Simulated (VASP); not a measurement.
# Al5Si11C11N5 (P1) in VASP: notebook

Al5Si11C11N5 is run at these levels: PBEsol, HSE06; tasks: single point.

Program: VASP 6.6.1. These are calculated values, not measurements. Logs are shortened: lines on timing, memory, paths and dates and some standing lists are left out, and cuts for length are marked.

## (1) The cell of the first run

The typed cell holds 96 atoms: a = 9.263 Å, b = 10.696 Å, c = 10.055 Å, α = 90.00°, β = 90.00°, γ = 90.00°.

## (2) Single point, PBEsol

The input, INCAR:

```
SYSTEM = Al5Si11C11N5
  PREC = Accurate
  ENCUT = 520
  EDIFF = 1E-7
  ISMEAR = -1
  SIGMA = 0.05
  LREAL = Auto
  LASPH = .True.
  NELM = 100
  ALGO = Normal
  ISIF = 2
  LWAVE = .False.
  LCHARG = .True.
  GGA = PS
  LELF = .True.
  LVHAR = .True.
  NBANDS = 246
  ISYM = 0
```

The input, KPOINTS:

```
Automatic mesh
0
Gamma
  1 1 1
  0.25 0.25 0.25
```

The input, POSCAR:

```
Al5Si11C11N5
1.0
    9.2632040000      0.0000000000      0.0000000000
    0.0000000000     10.6962270000      0.0000000000
    0.0000000000      0.0000000000     10.0554340000
Al Si C N
15 33 33 15
Direct
    0.1670440000      0.0851870000      0.2477750000
    0.1652460000      0.0820570000      0.7491750000
    0.5023300000      0.0827410000      0.7543940000
    0.3339030000      0.3315610000      0.2520730000
    0.9998960000      0.8333770000      0.7518550000
    0.5030630000      0.5821280000      0.7487210000
    0.6672070000      0.8334180000      0.7505320000
    0.3346940000      0.1681030000      0.5007600000
    0.9964410000      0.6657630000      0.4954590000
    0.9982080000      0.6653940000      0.9992280000
    0.1664760000      0.9152830000      0.9963900000
    0.8332440000      0.4157220000      0.9987220000
    0.5002870000      0.9163840000      0.4995490000
    0.4995610000      0.9170670000      0.0020070000
    0.8330830000      0.9147120000      0.5022110000
    0.0002390000      0.3343620000      0.2517610000
    0.0029790000      0.3308070000      0.7501630000
    0.4986680000      0.0813880000      0.2486420000
    0.3346520000      0.3322170000      0.7506820000
    0.1643160000      0.5828030000      0.2489980000
    0.1671280000      0.5847360000      0.7488290000
    0.0008080000      0.8295430000      0.2492250000
    0.8334390000      0.0818530000      0.2510990000
    0.8318230000      0.0823590000      0.7506130000
    0.6605110000      0.3341160000      0.2511030000
    0.6640980000      0.3373690000      0.7513070000
    0.5005850000      0.5832640000      0.2500710000
    0.3331990000      0.8346050000      0.2456060000
    0.3319570000      0.8346050000      0.7490410000
    0.8327220000      0.5850760000      0.2506790000
    0.8329120000      0.5846790000      0.7480060000
    0.6677470000      0.8338450000      0.2496710000
    0.0069890000      0.1697870000      0.4993950000
    0.0036490000      0.1656140000      0.9991540000
    0.3347210000      0.1684490000      0.9988520000
    0.1655950000      0.4168060000      0.5028270000
    0.1652770000      0.4151050000      0.0023050000
    0.6645220000      0.1676870000      0.4985000000
    0.6684070000      0.1674430000      0.0004150000
    0.4973250000      0.4171090000      0.4967250000
    0.4993940000      0.4143250000      0.9988760000
    0.3339340000      0.6657680000      0.5005620000
    0.3367700000      0.6684180000      0.0003990000
    0.1671140000      0.9199390000      0.5013790000
    0.8288680000      0.4188140000      0.4982810000
    0.6677870000      0.6692170000      0.4986290000
    0.6639530000      0.6691860000      0.9985320000
    0.8326800000      0.9161640000      0.9955830000
    0.9965520000      0.1675120000      0.1899160000
    0.9997910000      0.1681890000      0.6878940000
    0.3343010000      0.1669960000      0.1903390000
    0.3349740000      0.1661740000      0.6886760000
    0.0011110000      0.6651940000      0.1883830000
    0.0018210000      0.6648990000      0.6919980000
    0.6647070000      0.1682310000      0.1912090000
    0.6620670000      0.1658530000      0.6909680000
    0.4973990000      0.4143290000      0.1901910000
    0.5010090000      0.4171500000      0.6862600000
    0.3346100000      0.6642830000      0.1879990000
    0.3327510000      0.6664900000      0.6845370000
    0.1678410000      0.9181060000      0.1828590000
    0.1701020000      0.9174230000      0.6883280000
    0.8364160000      0.4166560000      0.1916610000
    0.8356170000      0.4193000000      0.6943850000
    0.6672600000      0.6648400000      0.1863110000
    0.6676130000      0.6655260000      0.6918710000
    0.5038180000      0.9164850000      0.6894120000
    0.1657960000      0.0807160000      0.4354130000
    0.1693120000      0.0810580000      0.9412710000
    0.9976360000      0.3313720000      0.4372820000
    0.9998750000      0.3335130000      0.9398150000
    0.4985500000      0.0834520000      0.4367110000
    0.3337690000      0.3324550000      0.4397090000
    0.1639110000      0.5827660000      0.9395220000
    0.0016300000      0.8335120000      0.4392520000
    0.9982800000      0.8329630000      0.9354950000
    0.8334790000      0.0817850000      0.9388270000
    0.6669540000      0.3338520000      0.4340000000
    0.8331610000      0.5829760000      0.4414030000
    0.6675080000      0.8340910000      0.4399750000
    0.6680340000      0.8345540000      0.9387340000
    0.1696710000      0.4177230000      0.1897230000
    0.1649730000      0.4118430000      0.6883430000
    0.5036760000      0.9173930000      0.1886520000
    0.8318480000      0.9163150000      0.1898530000
    0.8323990000      0.9196930000      0.6902520000
    0.5022100000      0.0849210000      0.9386040000
    0.3317570000      0.3329110000      0.9364500000
    0.1669270000      0.5843960000      0.4408150000
    0.8332510000      0.0842690000      0.4388080000
    0.6672510000      0.3344740000      0.9388170000
    0.5047260000      0.5851150000      0.4388510000
    0.5058870000      0.5865900000      0.9380850000
    0.3345950000      0.8342220000      0.4401290000
    0.3307650000      0.8340880000      0.9396280000
    0.8340000000      0.5821790000      0.9365900000
```

Potentials or basis: VASP PAW PBE potentials, release 64 (Al, Si, C, N).

Started as:

```bash
cat potpaw_PBE.64/Al/POTCAR potpaw_PBE.64/Si/POTCAR potpaw_PBE.64/C/POTCAR potpaw_PBE.64/N/POTCAR > POTCAR
mpirun -np 1 vasp_std > vasp.out
```

OUTCAR:

```text
SYSTEM = Al5Si11C11N5
   PREC = Accurate
   ENCUT = 520
   EDIFF = 1E-7
   ISMEAR = -1
   LREAL = Auto
   LASPH = .True.
   NELM = 100
   ISIF = 2
   GGA = PS
   ISYM = 0

 ion  position               nearest neighbor table
   1  0.167  0.085  0.248-  51 1.87  68 1.89  49 1.90  61 1.90  34 3.05   4 3.06  33 3.07  18 3.07
                            35 3.08  16 3.08  23 3.09  28 3.09  44 3.10   8 3.11  11 3.11  22 3.14
   2  0.165  0.082  0.749-  62 1.86  50 1.89  52 1.91  69 1.93  44 3.04  33 3.06  17 3.06  34 3.06
                            11 3.06  29 3.06   5 3.07  24 3.09   8 3.09  35 3.10  19 3.10   3 3.12
   3  0.502  0.083  0.754-  56 1.84  87 1.85  67 1.89  52 1.91  35 3.05  39 3.05  24 3.05  14 3.06
                             7 3.07  19 3.09  29 3.09  26 3.11  38 3.12  13 3.12   8 3.12   2 3.12
   4  0.334  0.332  0.252-  57 1.86  51 1.87  82 1.89  73 1.89  25 3.03  40 3.03   8 3.05   1 3.06
                            18 3.08  35 3.09  37 3.09  16 3.09  41 3.10  36 3.10  27 3.10  20 3.11
   5  1.000  0.833  0.752-  76 1.85  54 1.90  86 1.91  62 1.92  48 3.03  11 3.03  10 3.07   2 3.07
                            15 3.07  29 3.08  31 3.08  21 3.08   7 3.08  24 3.08  44 3.10   9 3.14
   6  0.503  0.582  0.749-  66 1.86  58 1.87  93 1.90  60 1.93  26 3.01  31 3.06  47 3.07  42 3.08
                            46 3.09   7 3.09  40 3.09  41 3.09  19 3.10  43 3.10  21 3.11  29 3.13
   7  0.667  0.833  0.751-  67 1.86  86 1.89  66 1.89  81 1.89  48 3.03  47 3.05  15 3.06  24 3.07
                            31 3.07   3 3.07   5 3.08  46 3.08   6 3.09  13 3.09  14 3.10  29 3.11
   8  0.335  0.168  0.501-  73 1.86  72 1.88  52 1.89  68 1.94  33 3.04   4 3.05  38 3.06  40 3.06
                            19 3.07  44 3.08  36 3.09   2 3.09  18 3.10  13 3.10   1 3.11   3 3.12
   9  0.996  0.666  0.495-  79 1.83  75 1.88  89 1.89  54 1.98  30 3.02  22 3.03  46 3.04  20 3.06
[... 33 lines left out ...]
  26  0.664  0.337  0.751-  58 1.85  91 1.89  64 1.90  56 1.93   6 3.01  41 3.03  19 3.05  12 3.06
                            31 3.07  45 3.09  39 3.10   3 3.11  40 3.11  38 3.12  24 3.14  17 3.14
  27  0.501  0.583  0.250-  59 1.87  65 1.89  92 1.90  57 1.90  25 3.05  40 3.05  43 3.07  30 3.08
                            46 3.08  42 3.08  47 3.09  32 3.10   4 3.10  28 3.10  41 3.11  20 3.11
  28  0.333  0.835  0.246-  61 1.88  84 1.90  59 1.91  94 1.96  14 3.03  43 3.04  18 3.05  11 3.07
                            22 3.08   1 3.09  32 3.10  27 3.10  13 3.11  20 3.11  44 3.13  42 3.14
  29  0.332  0.835  0.749-  62 1.85  60 1.91  67 1.91  95 1.92  11 3.05  44 3.06   2 3.06   5 3.08
                            21 3.08  13 3.08  42 3.08   3 3.09  43 3.09   7 3.11  14 3.11   6 3.13
  30  0.833  0.585  0.251-  65 1.87  53 1.89  63 1.90  79 1.92   9 3.02  22 3.04  46 3.06  45 3.06
                            32 3.07  20 3.07  27 3.08  10 3.08  16 3.10  47 3.11  12 3.11  25 3.12
  31  0.833  0.585  0.748-  66 1.85  64 1.85  54 1.87  96 1.90   6 3.06   7 3.07  26 3.07  46 3.07
                            45 3.07   5 3.08  10 3.08   9 3.08  21 3.10  47 3.10  12 3.10  17 3.14
  32  0.668  0.834  0.250-  85 1.86  84 1.87  80 1.91  65 1.92  46 3.06  23 3.06  30 3.07  14 3.07
                            18 3.08  47 3.08  13 3.08  22 3.09  15 3.09  27 3.10  28 3.10  48 3.10
  33  0.007  0.170  0.499-  70 1.84  68 1.87  50 1.90  90 1.95  36 3.02   8 3.04  16 3.05  17 3.05
                             2 3.06  44 3.06   1 3.07  23 3.11  45 3.13  24 3.14  15 3.17
  34  0.004  0.166  0.999-  69 1.87  71 1.89  77 1.91  49 1.92   1 3.05   2 3.06  37 3.06  17 3.06
                            35 3.07  11 3.07  24 3.09  48 3.10  39 3.11  12 3.11  23 3.12  16 3.12
  35  0.335  0.168  0.999-  88 1.87  69 1.89  87 1.89  51 1.93  41 3.04   3 3.05  19 3.05  34 3.07
                            37 3.07   1 3.08  18 3.08   4 3.09  39 3.09  14 3.09   2 3.10  11 3.12
  36  0.166  0.417  0.503-  83 1.87  89 1.90  73 1.91  70 1.92  33 3.02  17 3.05  21 3.06  40 3.07
[... 11 lines left out ...]
   TEBEG  =    0.0;   TEEND  =   0.0 temperature during run
   PSTRESS=    0.0 pullay stress
   NELECT =     384.0000    total number of electrons
   NUPDOWN=      -1.0000    fix difference up-down
   EMIN   =  10.00;   EMAX   =-10.00  energy-range for DOS
   EFERMI =   0.00;   METHOD = LEGACY
   ISMEAR =    -1;   SIGMA  =   0.05  broadening in eV -4-tet -1-fermi 0-gaus
   EFERMI_NEDOS =   21; number of points for ismear=-14 and -15
   IALGO  =     38    algorithm
   IMIX   =      4    mixing-type and parameters
     AMIX     =   0.40;   BMIX     =  1.00
     AMIX_MAG =   1.60;   BMIX_MAG =  1.00
  volume/ion in A,a.u.               =      10.38        70.04
  Fermi-wavevector in a.u.,A,eV,Ry     =   1.191391  2.251403 19.312283  1.419413
  Thomas-Fermi vector in A             =   2.327454
   LORBIT       =      0    0 simple, 1 ext, 2 COOP (PROOUT), +10 PAW based schemes
   GGA     = PS    functional components
   LHFCALC =     F    Hartree Fock is set to
   AEXX    =    0.0000 exact exchange contribution
   IVDW    =     0    specifies the selected vdW correction
   LEPSILON=     F    determine dielectric tensor
   LRPA    =     F    only Hartree local field effects (RPA)
 non-spin polarized calculation
  energy-cutoff  :      520.00
  volume of cell :      996.31
 maximum number of plane-waves:     26810
 NGX is ok and might be reduce to    70
   NGX = 35   NGY = 39   NGZ = 37

 number of electron     384.0000010 magnetization

 Free energy of the ion-electron system (eV)
  ---------------------------------------------------
  ext. energy  EPLUGINS =         0.00000000
  ---------------------------------------------------
  free energy    TOTEN  =      -732.58279189 eV

  energy without entropy =     -732.58278200  energy(sigma->0) =     -732.58278695

 E-fermi :   9.4887     XC(G=0): -11.3987

 val. band max:        8.8817445385   @ k =  -0.2500   0.2500  -0.2500
 cond. band min:      10.0892139370   @ k =  -0.2500  -0.2500   0.2500
 fundamental gap:      1.2074693986
 Fermi energy:         9.4887086117

 k-point     1 :       0.2500    0.2500    0.2500
  band No.  band energies     occupation
      1     -10.2504      2.00000
      2      -9.7946      2.00000
      3      -9.5172      2.00000
      4      -9.3508      2.00000
      5      -9.2491      2.00000
      6      -9.1440      2.00000
[... 817 lines left out ...]
    203      11.2546      0.00000
    204      11.3177      0.00000
 [bands above 204 left out]

------------------------ aborting loop because EDIFF is reached ----------------------------------------

  FORCE on cell =-STRESS in cart. coord.  units (eV):
  Direction    XX          YY          ZZ          XY          YZ          ZX
  --------------------------------------------------------------------------------------
  -------------------------------------------------------------------------------------
  Total       12.2910817     16.5811935     14.6005505      0.0833841     -1.3828045      0.7162705
  in kB       19.7655102     26.6645163     23.4794086      0.1340915     -2.2237129      1.1518475
  external PRESSURE =      23.3031451 kB  Pullay stress =       0.0000000 kB

 VOLUME and BASIS-vectors are now :
 -----------------------------------------------------------------------------
  energy-cutoff  :      520.00
  volume of cell :      996.31
      direct lattice vectors                 reciprocal lattice vectors
     9.263204000  0.000000000  0.000000000     0.107954008  0.000000000  0.000000000
     0.000000000 10.696227000  0.000000000     0.000000000  0.093490910  0.000000000
     0.000000000  0.000000000 10.055434000     0.000000000  0.000000000  0.099448716

 POSITION                                       TOTAL-FORCE (eV/Angst)
 -----------------------------------------------------------------------------------
      1.54736      0.91118      2.49149        -0.089182     -0.746183      0.180382
      1.53071      0.87770      7.53328         1.228521      0.272777     -0.010485
      4.65319      0.88502      7.58576        -1.880462     -0.911592     -1.491525
      3.09301      3.54645      2.53470        -0.518456     -0.970876      0.761577
      9.26224      8.91399      7.56023        -0.042045      0.757210     -1.249514
      4.65998      6.22657      7.52871        -0.067928      1.104420     -0.576807
[... 88 lines left out ...]
      3.06394      8.92159      9.44837         1.682744     -3.128910     -0.411085
      7.72551      6.22712      9.41782        -3.063221      0.045799     -0.448578
 -----------------------------------------------------------------------------------
    total drift:                               -0.036343      0.009985     -0.015982

  FREE ENERGIE OF THE ION-ELECTRON SYSTEM (eV)
  ---------------------------------------------------
  free  energy   TOTEN  =      -732.5827918940 eV

  energy  without entropy=     -732.5827820005  energy(sigma->0) =     -732.58278695
```

It took 71 min on 1 thread of Intel Xeon 8259CL, shared host; peak memory 1.3 GiB.

Results:

- Free energy: -732.5828 eV
- Pressure: 2.3 GPa
- Largest force: 5.005 eV/Å
- Band gap on the k mesh: 1.21 eV (least direct gap 1.23 eV)

Forces on the atoms (eV/Å):
```
Al  -0.089 -0.746  0.180
Al   1.229  0.273 -0.010
Al  -1.880 -0.912 -1.492
Al  -0.518 -0.971  0.762
Al  -0.042  0.757 -1.250
Al  -0.068  1.104 -0.577
Al   0.285  0.609 -1.016
Al  -0.564 -1.225  0.666
Al   0.387  1.525  1.989
Al  -0.982  1.561 -0.815
Al  -1.139 -0.275 -0.249
Al   0.360  1.350  0.705
Al   0.071  0.914  1.650
Al  -0.154  0.120 -1.722
Al   0.803  0.454  1.238
Si  -1.004 -1.113 -0.645
Si  -1.265 -0.805  0.169
Si  -1.075  1.786  1.954
Si   0.592 -3.252 -2.952
Si  -0.598  0.381 -0.127
Si  -1.263  1.090 -0.176
Si   1.999  1.052  1.237
Si   0.697  1.271  0.528
Si   0.114 -0.342 -1.448
Si   1.976  0.023 -0.208
Si   0.806 -1.837 -1.828
Si   0.663 -0.646 -0.350
Si  -1.987  1.309  0.891
Si   1.081  1.886 -1.355
Si   0.819 -1.212  0.830
Si   0.608  1.152 -0.169
Si   0.092 -0.387  1.666
Si   0.538 -2.392  0.585
Si   0.753 -0.810  0.470
Si  -1.241 -2.697  0.942
Si   1.196 -1.441 -0.832
Si  -1.150  1.015 -0.316
Si  -1.147 -1.185  0.746
Si  -0.258 -1.238  0.080
Si  -0.168 -1.582  0.886
Si   0.406  0.790  1.119
Si  -0.296  1.496  0.824
Si  -1.522  0.581 -1.202
Si  -1.222  0.134  0.717
Si   0.383  0.112  0.651
Si   1.719  0.858  2.101
Si   2.428  0.942 -0.877
Si   1.567 -1.722 -0.887
C   -1.697  1.183 -0.700
C   -2.285  1.005 -0.791
C    2.485 -0.492 -3.187
C   -0.252  3.546  2.524
C   -0.400 -0.820  1.983
C    0.100 -2.837  0.257
C    0.307 -1.222 -1.270
C    3.436  2.089 -0.528
C    1.622  2.360 -2.300
C   -0.701 -1.109  0.774
C    0.657  0.095  0.847
C   -1.197 -0.625 -0.224
C    0.663 -3.041  2.390
C    0.981 -2.038 -1.163
C   -0.988  0.386  0.593
C   -0.144 -0.820 -0.325
C   -0.770  0.815 -0.051
C    1.686 -0.992 -1.855
C   -2.691 -1.440  1.295
C   -1.373  0.132  1.495
C    0.609  3.399  0.710
C    0.734  1.971  0.576
C    2.639 -0.658 -0.836
C    2.614  0.399 -2.343
C   -0.954  4.772  1.169
C    4.205 -2.239 -0.410
C    1.530  0.870 -2.071
C   -2.196  0.932  2.562
C   -0.772  1.152  0.395
C   -0.594  0.493  0.996
C   -2.765 -1.470 -1.878
C   -0.674 -2.468 -3.346
C    0.387 -1.377  2.872
N   -1.483  0.910 -0.742
N    0.434  1.442  0.292
N   -0.284 -0.814  1.037
N   -0.559  0.478 -0.115
N    0.243  2.023  0.194
N    0.335  2.358  2.685
N    1.088  1.536  0.578
N    2.318 -1.459 -1.398
N   -0.224  1.647 -1.008
N   -2.966 -0.527 -0.467
N   -1.561 -0.029 -1.034
N   -1.155 -1.394  1.756
N   -0.949 -2.792 -2.166
N    1.683 -3.129 -0.411
N   -3.063  0.046 -0.449
```

Levels at points of the mesh, in eV from the valence-band top:
| k point | band 189 | band 190 | band 191 | band 192 | band 193 | band 194 | band 195 | band 196 |
| --- | --- | --- | --- | --- | --- | --- | --- | --- |
| (0.25, 0.25, 0.25) | -0.57 | -0.45 | -0.21 | -0.05 | 1.28 | 1.37 | 1.49 | 1.58 |

Caveat: the PAW data sets were made with another functional, which shifts forces and pressure a little; a shifted mesh leaves out Γ, where band edges can lie.

[end of part 1 of 2]
